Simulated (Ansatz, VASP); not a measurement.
**Ni in VASP and in Ansatz**

```
CELL_PARAMETERS angstrom
2.42118 0.00000 0.00000
-1.21059 2.09680 0.00000
0.00000 0.00000 24.88443
ATOMIC_POSITIONS crystal
Ni 0.66667 0.33333 0.30256
Ni 0.33333 0.66667 0.38091
Ni 0.00000 0.00000 0.46024
Ni 0.66667 0.33333 0.53976
Ni 0.33333 0.66667 0.61909
Ni 0.00000 0.00000 0.69744
```

Alike in both runs: functional LDA; k mesh 15 × 15 × 1; occupations gaussian, width 0.1 eV; collinear spin.

Ansatz relaxed the structure, and its values are those at the end. VASP's run is a single point on that final structure, the one shown.

```csv
,VASP,Ansatz
version,VASP 6.6.1,Ansatz 0.2.0
potentials or method,"VASP PAW LDA potentials, release 64 (Ni), cutoff 520 eV","scalar-relativistic, plane waves, PAW"
valence electrons in the cell,60,108
```

```csv
,VASP,Ansatz,Ansatz less VASP
gap on the k mesh at the Fermi level (eV),none,none,-
rms of the force components (eV/Å),0.005,0.002,-0.0027
net moment per atom (μB),0.61,0.64,+0.023
size of the moment on the site where the two differ most (μB),0.61,0.66,+0.052
```

LDA's correlation is that of Perdew and Zunger in VASP and of Perdew and Wang (1992) in Ansatz. Site moments also hang on the region over which each program counts them. A gap of «none» marks a metal or a gap that the smearing closes. VASP's potentials hold 60 valence electrons a cell and Ansatz's 108, so a difference there can come from the potentials and not from the codes.
